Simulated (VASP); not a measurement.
# HfPt2 (P4_2/mnm) in VASP: notebook

The runs below take HfPt2 through relaxation of cell and atoms, single point, with PBE.

Everything below comes from runs of VASP 6.6.1. Logs are shortened: lines on timing, memory, paths and dates and some standing lists are left out, and cuts for length are marked.

## Step 1: The cell of the first run

It takes space group P4_2/mnm (No. 136, tetragonal). The conventional cell has a = 5.552 Å, b = 5.552 Å, c = 4.607 Å, α = 90.00°, β = 90.00°, γ = 90.00°. Within 3.4 Å of Hf (site symmetry mmm) lie 6 Pt at 2.56 to 2.68 Å. Within 3.4 Å of Pt (site symmetry m2m) lie 3 Hf at 2.56 to 2.68 Å and 1 Pt at 2.73 Å.

## Step 2: Relaxation of cell and atoms, PBE

Contents of INCAR:

```
SYSTEM = HfPt2
ALGO = Normal
EDIFF = 1E-7
EDIFFG = -0.01
ENCUT = 600
GGA = PE
IBRION = 2
ISIF = 3
ISMEAR = 0
LASPH = .TRUE.
LCHARG = .FALSE.
LREAL = .FALSE.
LWAVE = .FALSE.
NELM = 100
NSW = 100
PREC = Accurate
SIGMA = 0.1
```

Contents of KPOINTS:

```
k-points
0
G
  6 6 8
  0 0 0
```

Contents of POSCAR:

```
HfPt2
1.0
    5.5520239703      0.0000000000      0.0000000000
    0.0000000000      5.5520239703      0.0000000000
    0.0000000000      0.0000000000      4.6069720229
Hf Pt
2 4
Direct
    0.0000000000      0.0000000000      0.0000000000
    0.5000000000      0.5000000000      0.5000000000
    0.3261487254      0.3261487254      0.0000000000
    0.1738512746      0.8261487254      0.5000000000
    0.6738512746      0.6738512746      0.0000000000
    0.8261487254      0.1738512746      0.5000000000
```

Potentials or basis: VASP PAW PBE potentials, release 64 (Hf_pv, Pt).

Command:

```console
$ cat potpaw_PBE.64/Hf_pv/POTCAR potpaw_PBE.64/Pt/POTCAR > POTCAR
$ mpirun -np 1 vasp_std > vasp.out
```

OUTCAR:

```text
SYSTEM = HfPt2
   EDIFF = 1E-7
   EDIFFG = -0.01
   ENCUT = 600
   GGA = PE
   IBRION = 2
   ISIF = 3
   ISMEAR = 0
   LASPH = .TRUE.
   LREAL = .FALSE.
   NELM = 100
   NSW = 100
   PREC = Accurate

 ion  position               nearest neighbor table
   1  0.000  0.000  0.000-   3 2.56   5 2.56   4 2.68   6 2.68   4 2.68   6 2.68
   2  0.500  0.500  0.500-   4 2.56   6 2.56   5 2.68   3 2.68   3 2.68   5 2.68
   3  0.326  0.326  0.000-   1 2.56   2 2.68   2 2.68   5 2.73
   4  0.174  0.826  0.500-   2 2.56   1 2.68   1 2.68   6 2.73
   5  0.674  0.674  0.000-   1 2.56   2 2.68   2 2.68   3 2.73
   6  0.826  0.174  0.500-   2 2.56   1 2.68   1 2.68   4 2.73

  LATTYP: Found a simple tetragonal cell.
 ALAT       =     5.5520239703
 C/A-ratio  =     0.8297824447

  Lattice vectors:

 A1 = (   5.5520239703,   0.0000000000,   0.0000000000)
 A2 = (   0.0000000000,   5.5520239703,   0.0000000000)
 A3 = (   0.0000000000,   0.0000000000,   4.6069720229)

Analysis of symmetry for initial positions (statically):
=====================================================================
 Subroutine PRICEL returns:
 Original cell was already a primitive cell.

 Routine SETGRP: Setting up the symmetry group for a
 simple tetragonal supercell.

 Subroutine GETGRP returns: Found 16 space group operations
 (whereof  8 operations were pure point group operations)
 out of a pool of 16 trial point group operations.

The static configuration has the point symmetry D_2h.
 The point group associated with its full space group is D_4h.

Analysis of symmetry for dynamics (positions and initial velocities):
=====================================================================
 Subroutine PRICEL returns:
 Original cell was already a primitive cell.

 Routine SETGRP: Setting up the symmetry group for a
 simple tetragonal supercell.

 Subroutine GETGRP returns: Found 16 space group operations
 (whereof  8 operations were pure point group operations)
 out of a pool of 16 trial point group operations.

The dynamic configuration has the point symmetry D_2h.
 The point group associated with its full space group is D_4h.

 Subroutine INISYM returns: Found 16 space group operations
 (whereof  8 operations are pure point group operations),
 and found     1 'primitive' translations

----------------------------------------------------------------------------------------

                                     Primitive cell

  volume of cell :     142.0098

  direct lattice vectors                    reciprocal lattice vectors
[... 101 lines left out ...]
   ISIF   =      3    stress and relaxation
   ISYM   =      2    0-nonsym 1-usesym 2-fastsym
   POTIM  = 0.5000    time-step for ionic-motion
   TEBEG  =    0.0;   TEEND  =   0.0 temperature during run
   PSTRESS=    0.0 pullay stress
   NELECT =      60.0000    total number of electrons
   NUPDOWN=      -1.0000    fix difference up-down
   EMIN   =  10.00;   EMAX   =-10.00  energy-range for DOS
   EFERMI =   0.00;   METHOD = LEGACY
   ISMEAR =     0;   SIGMA  =   0.10  broadening in eV -4-tet -1-fermi 0-gaus
   EFERMI_NEDOS =   21; number of points for ismear=-14 and -15
   IALGO  =     38    algorithm
   IMIX   =      4    mixing-type and parameters
     AMIX     =   0.40;   BMIX     =  1.00
     AMIX_MAG =   1.60;   BMIX_MAG =  1.00
  volume/ion in A,a.u.               =      23.67       159.72
  Fermi-wavevector in a.u.,A,eV,Ry     =   1.228436  2.321407 20.531937  1.509055
  Thomas-Fermi vector in A             =   2.363361
   LORBIT       =      0    0 simple, 1 ext, 2 COOP (PROOUT), +10 PAW based schemes
   GGA     = PE    functional components
   LHFCALC =     F    Hartree Fock is set to
   AEXX    =    0.0000 exact exchange contribution
   IVDW    =     0    specifies the selected vdW correction
   LEPSILON=     F    determine dielectric tensor
   LRPA    =     F    only Hartree local field effects (RPA)
 conjugate gradient relaxation of ions
 non-spin polarized calculation
 Gauss-broadening in eV      SIGMA  =   0.10
  energy-cutoff  :      600.00
  volume of cell :      142.01
 maximum number of plane-waves:      4784
 NGX is ok and might be reduce to    48
   NGX = 23   NGY = 23   NGZ = 19

--------------------------------------- Ionic step        1  -------------------------------------------

 number of electron      60.0000005 magnetization

 Free energy of the ion-electron system (eV)
  ---------------------------------------------------
  ext. energy  EPLUGINS =         0.00000000
  ---------------------------------------------------
  free energy    TOTEN  =       -43.97051422 eV

  energy without entropy =      -43.95782509  energy(sigma->0) =      -43.96416965

------------------------ aborting loop because EDIFF is reached ----------------------------------------

  FORCE on cell =-STRESS in cart. coord.  units (eV):
  Direction    XX          YY          ZZ          XY          YZ          ZX
  --------------------------------------------------------------------------------------
  -------------------------------------------------------------------------------------
  Total       -0.0655560     -0.0655560     -1.0056886      0.0000000      0.0000000      0.0000000
  in kB       -0.7396131     -0.7396131    -11.3463415      0.0000000      0.0000000      0.0000000
  external PRESSURE =      -4.2751892 kB  Pullay stress =       0.0000000 kB
[... 307 lines left out ...]
--------------------------------------- Ionic step        9  -------------------------------------------

 number of electron      60.0000001 magnetization

 Free energy of the ion-electron system (eV)
  ---------------------------------------------------
  ext. energy  EPLUGINS =         0.00000000
  ---------------------------------------------------
  free energy    TOTEN  =       -43.97870805 eV

  energy without entropy =      -43.96548978  energy(sigma->0) =      -43.97209892

 E-fermi :   4.8618     XC(G=0): -10.6464

 val. band max:        4.8321647256   @ k =   0.1667   0.1667   0.2500
 cond. band min:       4.8831762580   @ k =   0.0000   0.0000   0.2500
 fundamental gap:      0.0510115324
 Fermi energy:         4.8617969767

 k-point     1 :       0.0000    0.0000    0.0000
  band No.  band energies     occupation
      1     -26.3324      2.00000
      2     -26.3324      2.00000
      3     -26.1833      2.00000
      4     -26.1818      2.00000
      5     -26.1818      2.00000
      6     -26.1716      2.00000
[... 925 lines left out ...]
     35       7.0780      0.00000
     36       7.0780      0.00000

 [... further k-points ...]
[... 5 lines left out ...]
  --------------------------------------------------------------------------------------
  -------------------------------------------------------------------------------------
  Total        0.0189604      0.0189604      0.0187502     -0.0000000      0.0000000      0.0000000
  in kB        0.2140633      0.2140633      0.2116897     -0.0000000      0.0000000      0.0000000
  external PRESSURE =       0.2132721 kB  Pullay stress =       0.0000000 kB
[... 21 lines left out ...]
  FREE ENERGIE OF THE ION-ELECTRON SYSTEM (eV)
  ---------------------------------------------------
  free  energy   TOTEN  =       -43.9787080510 eV

  energy  without entropy=      -43.9654897849  energy(sigma->0) =      -43.97209892

 reached required accuracy - stopping structural energy minimisation
```

It took 46 min on 1 thread of AMD EPYC 7R43 (Zen 3), shared host; peak memory 0.45 GiB.

Results:

```
Free energy                            : -43.9787 eV
Relaxed volume                         : 23.65 Å³/atom
Relaxed cell                           : a = 5.587 Å, b = 5.587 Å, c = 4.547 Å, α = 90.00°, β = 90.00°, γ = 90.00°
Space group after relaxing (to 0.05 Å) : P4_2/mnm (No. 136)
Energy gained by relaxing              : 1.4 meV/atom
Ionic steps                            : 9
Pressure after relaxing                : 0.0 GPa
Band gap on the k mesh                 : zero (band 30 reaches 5.38 eV, above the bottom of band 31 at 4.67 eV)
```

The path:
```tsv
step	energy change (eV)	largest force (eV/Å)	pressure (GPa)	volume (Å³)
1	0.0000	0.0954	-0.43	142.01
2	-0.0036	0.0776	0.70	140.71
3	-0.0039	0.0812	0.44	141.00
4	-0.0075	0.0007	0.16	141.54
5	-0.0079	0.0418	0.00	141.86
6	-0.0079	0.0388	0.00	141.84
7	-0.0079	0.0334	0.02	141.79
8	-0.0079	0.0367	0.01	141.82
9	-0.0082	0.0015	0.02	141.91
```

Final structure:
```
Hf Pt
1.0
     5.58662    0.00000    0.00000
     0.00000    5.58662    0.00000
     0.00000    0.00000    4.54693
Hf Pt
2 4
Direct
  0.00000 0.00000 0.00000
  0.50000 0.50000 0.50000
  0.32464 0.32464 0.00000
  0.17536 0.82464 0.50000
  0.67536 0.67536 0.00000
  0.82464 0.17536 0.50000
```

Levels at points of the mesh, in eV from the Fermi level:
| k point | band 28 | band 29 | band 30 | band 31 | band 32 | band 33 |
| --- | --- | --- | --- | --- | --- | --- |
| (0.00, 0.00, 0.00) | -1.36 | 0.52 | 0.52 | 0.55 | 0.61 | 0.82 |
| (0.50, 0.00, 0.00) | -1.48 | -0.19 | -0.19 | 0.49 | 0.49 | 1.25 |
| (0.50, 0.50, 0.00) | -1.68 | -1.05 | -1.05 | 0.58 | 0.58 | 1.40 |
| (0.00, 0.00, 0.50) | -1.21 | 0.14 | 0.14 | 1.19 | 1.19 | 1.76 |
| (0.50, 0.00, 0.50) | -1.27 | -0.93 | -0.93 | -0.05 | -0.05 | 1.97 |
| (0.50, 0.50, 0.50) | -1.25 | -0.23 | -0.23 | -0.06 | -0.06 | 0.15 |

Caveat: spin-orbit coupling is left out, which moves the levels of the heavy elements.

## Step 3: Single point, PBE

Contents of INCAR:

```
PREC = Accurate
ENCUT = 520
EDIFF = 1E-6
ISMEAR = 0
SIGMA = 0.1
LREAL = False
LASPH = True
NELM = 100
ALGO = Normal
ISIF = 2
LWAVE = False
LCHARG = True
GGA = PE
LELF = True
LVHAR = True
NBANDS = 39
```

Contents of KPOINTS:

```
regular mesh
0
Gamma
  4 4 6
```

POSCAR is that of step 2.

Potentials or basis: VASP PAW PBE potentials, release 64 (Hf_pv, Pt).

Command:

```console
$ cat potpaw_PBE.64/Hf_pv/POTCAR potpaw_PBE.64/Pt/POTCAR > POTCAR
$ mpirun -np 1 vasp_std > vasp.out
```

Run time: 2 min. Hardware: 1 thread of Intel Xeon Platinum 8259CL at 2.50GHz (Skylake/Cascade Lake), shared host; peak memory 0.3 GiB.

The run converged. Its results:

```yaml
Free_energy: -43.9505 eV
Pressure: -0.6 GPa
Largest_force: 0.063 eV/Å
Band_gap_on_the_k_mesh: zero (band 30 reaches 5.43 eV, above the bottom of band 31 at 4.76 eV)
```

Forces on the atoms (eV/Å):
```
Hf   0.000  0.000  0.000
Hf   0.000  0.000  0.000
Pt  -0.044 -0.044  0.000
Pt   0.044 -0.044  0.000
Pt   0.044  0.044  0.000
Pt  -0.044  0.044  0.000
```

Stress tensor (GPa, compression positive):
```
-0.43  0.00  0.00
 0.00 -0.43  0.00
 0.00  0.00 -0.89
```

Levels at points of the mesh, in eV from the Fermi level:
| k point | band 27 | band 28 | band 29 | band 30 | band 31 | band 32 | band 33 | band 34 |
| --- | --- | --- | --- | --- | --- | --- | --- | --- |
| (0.00, 0.00, 0.00) | -1.37 | -1.31 | 0.58 | 0.60 | 0.60 | 0.74 | 0.90 | 0.90 |
| (0.50, 0.00, 0.00) | -1.41 | -1.41 | -0.18 | -0.18 | 0.53 | 0.53 | 1.17 | 1.17 |
| (0.50, 0.50, 0.00) | -1.64 | -1.64 | -0.96 | -0.96 | 0.65 | 0.65 | 1.37 | 1.37 |
| (0.00, 0.00, 0.50) | -1.15 | -1.15 | 0.26 | 0.26 | 1.24 | 1.24 | 1.83 | 1.83 |
| (0.50, 0.00, 0.50) | -1.25 | -1.25 | -0.89 | -0.89 | -0.02 | -0.02 | 2.02 | 2.02 |
| (0.50, 0.50, 0.50) | -1.21 | -1.21 | -0.18 | -0.18 | 0.02 | 0.02 | 0.20 | 0.20 |

Caveat: spin-orbit coupling is left out, which moves the levels of the heavy elements.

## Step 4: Relaxation of cell and atoms, PBE

This run uses another cell than the first one, of 17.71 Å³/atom, 0.748 times its volume.

Contents of INCAR:

```
SYSTEM = HfPt2
ALGO = Normal ; EDIFF = 1E-7
EDIFFG = -0.04 ; ENCUT = 600
GGA = PE ; IBRION = 2
ISIF = 3 ; ISMEAR = 0
LASPH = .True. ; LCHARG = .False.
LREAL = .False. ; LWAVE = .False.
NELM = 100 ; NSW = 90
PREC = Accurate ; SIGMA = 0.1
```

Contents of KPOINTS:

```
k-points
0
Gamma
  4 4 6
  0 0 0
```

Contents of POSCAR:

```
HfPt2
1.0
    5.4846266039      0.0000000000      0.0000000000
    0.0000000000      5.4846266039      0.0000000000
    0.0000000000      0.0000000000      3.5326534874
Hf Pt
2 4
Direct
    0.0000000000      0.0000000000      0.0000000000
    0.5000000000      0.5000000000      0.5000000000
    0.3060000000      0.3060000000      0.0000000000
    0.1940000000      0.8060000000      0.5000000000
    0.6940000000      0.6940000000      0.0000000000
    0.8060000000      0.1940000000      0.5000000000
```

Command:

```console
$ cat potpaw_PBE.64/Hf_pv/POTCAR potpaw_PBE.64/Pt/POTCAR > POTCAR
$ mpirun -np 1 vasp_std > vasp.out
```

Wall time 27 min (1 thread of Intel Xeon Platinum 8259CL at 2.50GHz (Skylake/Cascade Lake), shared host); peak memory 0.31 GiB.

It converged, with:

```
Free energy                            : -43.9387 eV
Relaxed volume                         : 23.60 Å³/atom
Relaxed cell                           : a = 5.559 Å, b = 5.559 Å, c = 4.582 Å, α = 90.00°, β = 90.00°, γ = 90.00°
Space group after relaxing (to 0.05 Å) : P4_2/mnm (No. 136)
Energy gained by relaxing              : 1132.5 meV/atom
Ionic steps                            : 23
Pressure after relaxing                : -0.2 GPa
Largest force after relaxing           : 0.020 eV/Å
Band gap on the k mesh                 : zero (band 30 reaches 5.44 eV, above the bottom of band 31 at 4.78 eV)
```

Forces in eV/Å, atoms in the order of the input:
```
Hf   0.000  0.000  0.000
Hf   0.000  0.000  0.000
Pt  -0.014 -0.014  0.000
Pt   0.014 -0.014  0.000
Pt   0.014  0.014  0.000
Pt  -0.014  0.014  0.000
```

Stress tensor (GPa, compression positive):
```
-0.13  0.00  0.00
 0.00 -0.13  0.00
 0.00  0.00 -0.26
```

The path:
| step | energy change (eV) | largest force (eV/Å) | pressure (GPa) | volume (Å³) |
| --- | --- | --- | --- | --- |
| 1 | 0.0000 | 2.4329 | 66.75 | 106.27 |
| 2 | 3.5827 | 0.1961 | -14.80 | 264.27 |
| 3 | -6.1507 | 1.0705 | -4.65 | 154.24 |
| 4 | -6.2813 | 1.0023 | -1.77 | 148.95 |
| 5 | -6.3100 | 0.9329 | 0.69 | 145.14 |
| 6 | -6.3088 | 0.9504 | 0.10 | 146.00 |
| 7 | -6.4181 | 0.5096 | -0.80 | 148.04 |
| 8 | -6.4448 | 0.1880 | -1.22 | 149.66 |
| 9 | -6.4721 | 0.0003 | 1.16 | 146.03 |
| 10 | -6.4721 | 0.0047 | 1.10 | 146.12 |
| 11 | -6.4977 | 0.0289 | 1.17 | 145.72 |
| 12 | -6.5773 | 0.1037 | 1.39 | 144.40 |
| 13 | -6.7116 | 0.1997 | 1.94 | 141.31 |
| 14 | -6.5158 | 0.7638 | 5.72 | 133.43 |
| 15 | -6.7376 | 0.3049 | 2.16 | 139.96 |
| 16 | -6.7487 | 0.1108 | 3.15 | 136.86 |
| 17 | -6.7600 | 0.2366 | 2.68 | 137.99 |
| 18 | -6.7772 | 0.0223 | -1.13 | 142.14 |
| 19 | -6.7894 | 0.1161 | 0.28 | 140.50 |
| 20 | -6.7933 | 0.0379 | 0.26 | 140.75 |
| 21 | -6.7946 | 0.0273 | 0.26 | 140.96 |
| 22 | -6.7947 | 0.0445 | 0.26 | 141.02 |
| 23 | -6.7950 | 0.0198 | -0.17 | 141.62 |

Final structure:
```xyz
6
Lattice="5.5593 0.0000 0.0000 0.0000 5.5593 0.0000 0.0000 0.0000 4.5822" Properties=species:S:1:pos:R:3 pbc="T T T"
Hf    0.0000    0.0000    0.0000
Hf    2.7797    2.7797    2.2911
Pt    1.8097    1.8097    0.0000
Pt    0.9699    4.5894    2.2911
Pt    3.7496    3.7496    0.0000
Pt    4.5894    0.9699    2.2911
```

Levels at points of the mesh, in eV from the Fermi level:
| k point | band 28 | band 29 | band 30 | band 31 | band 32 | band 33 |
| --- | --- | --- | --- | --- | --- | --- |
| (0.00, 0.00, 0.00) | -1.31 | 0.59 | 0.59 | 0.59 | 0.71 | 0.89 |
| (0.50, 0.00, 0.00) | -1.43 | -0.17 | -0.17 | 0.53 | 0.53 | 1.22 |
| (0.50, 0.50, 0.00) | -1.64 | -0.98 | -0.98 | 0.64 | 0.64 | 1.40 |
| (0.00, 0.00, 0.50) | -1.16 | 0.24 | 0.24 | 1.24 | 1.24 | 1.83 |
| (0.50, 0.00, 0.50) | -1.25 | -0.89 | -0.89 | -0.01 | -0.01 | 2.02 |
| (0.50, 0.50, 0.50) | -1.21 | -0.18 | -0.18 | 0.01 | 0.01 | 0.20 |

Caveat: the volume moved by over 15 % at a fixed basis, so the end points are rough; spin-orbit coupling is left out, which moves the levels of the heavy elements.

## Step 5: The runs side by side

```csv
task,cell,k mesh,cutoff (eV),gap on the mesh (eV),pressure (GPa),relaxed volume (Å³/atom),largest force (eV/Å)
relaxation of cell and atoms,"relaxed from a = 5.552, b = 5.552, c = 4.607 Å, 6 atoms",6 × 6 × 8,600,none,0.0,23.65,-
single point,"a = 5.552, b = 5.552, c = 4.607 Å, 6 atoms",4 × 4 × 6,520,none,-0.6,-,0.06
relaxation of cell and atoms,"relaxed from a = 5.485, b = 5.485, c = 3.533 Å, 6 atoms",4 × 4 × 6,600,none,-0.2,23.60,0.02
```

Alike in all rows: level PBE; potentials or basis VASP PAW PBE potentials, release 64 (Hf_pv, Pt); no spin polarisation; smearing gaussian 0.1 eV.

Caveats: spin-orbit coupling is left out, which moves the levels of the heavy elements; the volume moved by over 15 % at a fixed basis, so the end points are rough (some runs).

Total energies depend on the potentials used, so only differences within one code and one set of settings carry meaning.
